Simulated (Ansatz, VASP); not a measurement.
## Ti in VASP and in Ansatz

The input INCAR:

```
SYSTEM = Ti
ALGO = Normal
EDIFF = 1E-6
ENCUT = 500
GGA = PE
GGA_COMPAT = .False.
ISIF = 2
ISMEAR = 0
LASPH = .True.
LCHARG = .False.
LREAL = .False.
LWAVE = .False.
NBANDS = 12
NELM = 120
PREC = Accurate
SIGMA = 0.05
```

KPOINTS

```
k-points
0
Gamma
  18 18 18
  0 0 0
```

The input POSCAR:

```
Ti
1.0
   -1.6316897420      1.6316897420      1.6316897420
    1.6316897420     -1.6316897420      1.6316897420
    1.6316897420      1.6316897420     -1.6316897420
Ti
1
Direct
    0.0000000000      0.0000000000      0.0000000000
```

Input for Ansatz:

```yaml
crystal:
  lattice:
    - [-1.631689742, 1.631689742, 1.631689742]
    - [1.631689742, -1.631689742, 1.631689742]
    - [1.631689742, 1.631689742, -1.631689742]
  atoms:
    - { symbol: Ti, position: [0.0, 0.0, 0.0] }
basis:
  ecutwfc: 600
  ecutrho_ratio: 5
kpoints:
  mp_grid: { grid: [18, 18, 18] }
hamiltonian:
  xc: pbe
scf:
  occupations: { method: gaussian, width: 0.05 }
output:
  forces: true
  stress: true
  eigenvalues: true
```

Alike in both runs: task single point; functional PBE; k mesh 18 × 18 × 18; occupations gaussian, width 0.05 eV; no spin polarisation.

|  | VASP | Ansatz |
| --- | --- | --- |
| version | VASP 6.6.1 | Ansatz 0.2.0 |
| potentials or method | VASP PAW PBE potentials, release 64 (Ti_sv), cutoff 500 eV | scalar-relativistic, plane waves, PAW |
| valence electrons in the cell | 12 | 12 |

```csv
,VASP,Ansatz,Ansatz less VASP
gap on the k mesh at the Fermi level (eV),none,none,-
pressure (GPa),-1.0,-0.7,+0.28
```

A gap of «none» marks a metal or a gap that the smearing closes.
